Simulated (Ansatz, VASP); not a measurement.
**One calculation of HPbNO4, two programs**

Contents of POSCAR:

```
HPbNO4
1.0
    6.8587700000      0.0000000000      0.0000000000
    0.0000000000      4.2286500000      0.0000000000
   -3.3910100000      0.0000000000      7.2745900000
H Pb N O
2 2 2 8
Direct
    0.2254900000      0.7500000000      0.5073000000
    0.7745100000      0.2500000000      0.4927000000
    0.3022900000      0.2500000000      0.2849400000
    0.6977100000      0.7500000000      0.7150600000
    0.2148400000      0.7500000000      0.8356700000
    0.7851600000      0.2500000000      0.1643300000
    0.3307800000      0.7500000000      0.4533800000
    0.4090900000      0.7500000000      0.8690100000
    0.1550800000      0.7500000000      0.9653700000
    0.0708300000      0.7500000000      0.6695500000
    0.6692200000      0.2500000000      0.5466100000
    0.5909100000      0.2500000000      0.1309900000
    0.8449200000      0.2500000000      0.0346300000
    0.9291700000      0.2500000000      0.3304500000
```

The input INCAR.step1:

```
  ALGO = Normal
  EDIFF = 1E-5
  ENCUT = 520
  GGA = PE
  GGA_COMPAT = False
  ISIF = 2
  ISMEAR = -1
  KPAR = 4
  LASPH = True
  LCHARG = False
  LREAL = False
  LWAVE = True
  NBANDS = 57
  NELM = 120
  PREC = Accurate
  SIGMA = 0.05
```

File INCAR.step2:

```
  AEXX = 0.25
  ALGO = Normal
  EDIFF = 1E-6
  ENCUT = 520
  GGA = PE
  GGA_COMPAT = False
  ISIF = 2
  ISMEAR = -1
  ISTART = 1
  KPAR = 4
  LASPH = True
  LCHARG = False
  LHFCALC = True
  LREAL = False
  LWAVE = False
  NBANDS = 57
  NELM = 120
  PREC = Accurate
  PRECFOCK = Fast
  SIGMA = 0.05
```

KPOINTS

```
k-points
0
Gamma
  2 3 2
```

The input input.yaml:

```yaml
crystal:
  lattice:
    - [6.85877, 0.0, 0.0]
    - [0.0, 4.22865, 0.0]
    - [-3.39101, 0.0, 7.27459]
  atoms:
    - { symbol: H, position: [0.22549, 0.75, 0.5073] }
    - { symbol: H, position: [0.77451, 0.25, 0.4927] }
    - { symbol: Pb, position: [0.30229, 0.25, 0.28494] }
    - { symbol: Pb, position: [0.69771, 0.75, 0.71506] }
    - { symbol: "N", position: [0.21484, 0.75, 0.83567] }
    - { symbol: "N", position: [0.78516, 0.25, 0.16433] }
    - { symbol: O, position: [0.33078, 0.75, 0.45338] }
    - { symbol: O, position: [0.40909, 0.75, 0.86901] }
    - { symbol: O, position: [0.15508, 0.75, 0.96537] }
    - { symbol: O, position: [0.07083, 0.75, 0.66955] }
    - { symbol: O, position: [0.66922, 0.25, 0.54661] }
    - { symbol: O, position: [0.59091, 0.25, 0.13099] }
    - { symbol: O, position: [0.84492, 0.25, 0.03463] }
    - { symbol: O, position: [0.92917, 0.25, 0.33045] }
hamiltonian:
  xc: pbe0
  pseudopotentials: { kind: paw }
kpoints:
  mp_grid: { grid: [2, 3, 2] }
scf:
  occupations: { method: fermi_dirac, width: 0.05 }
output:
  forces: true
  stress: true
  eigenvalues: true
  write_density: true
  write_potential: true
  elf: true
  volumetric_format: npy
```

Alike in both runs: task single point; functional PBE0; k mesh 2 × 3 × 2; occupations fermi-dirac, width 0.05 eV; no spin polarisation.

|  | VASP | Ansatz |
| --- | --- | --- |
| version | VASP 6.6.1 | Ansatz 0.2.0 |
| potentials or method | VASP PAW PBE potentials, release 64 (H, Pb_d, N, O) | Ansatz PAW |
| plane-wave cutoff (eV) | 520 | 420 |
| valence electrons in the cell | 88 | 88 |

Ansatz gave:

```
gap on the k mesh at the Fermi level (eV)                     : 5.21
least direct gap on the mesh (eV)                             : 5.60
pressure (GPa)                                                : -4.1
traceless stress, the component that is largest in VASP (GPa) : 3.18
rms of the force components (eV/Å)                            : 0.598
```

Which values does VASP return?

gap on the k mesh at the Fermi level (eV): 5.21; least direct gap on the mesh (eV): 5.60; pressure (GPa): -3.4; traceless stress, the component that is largest in VASP (GPa): 2.14; rms of the force components (eV/Å): 0.402.

Atom by atom the forces differ by 0.201 eV/Å (rms over components).

The k mesh is coarse, so the values compare programs but aren't converged. Spin-orbit coupling is off throughout. Noted on VASP's run: the standard files for N, O and F lose accuracy on very short bonds. Noted on Ansatz's run: odd divisions of the mesh miss points on the zone boundary, where band edges often lie, so the gap on the mesh can be too wide.
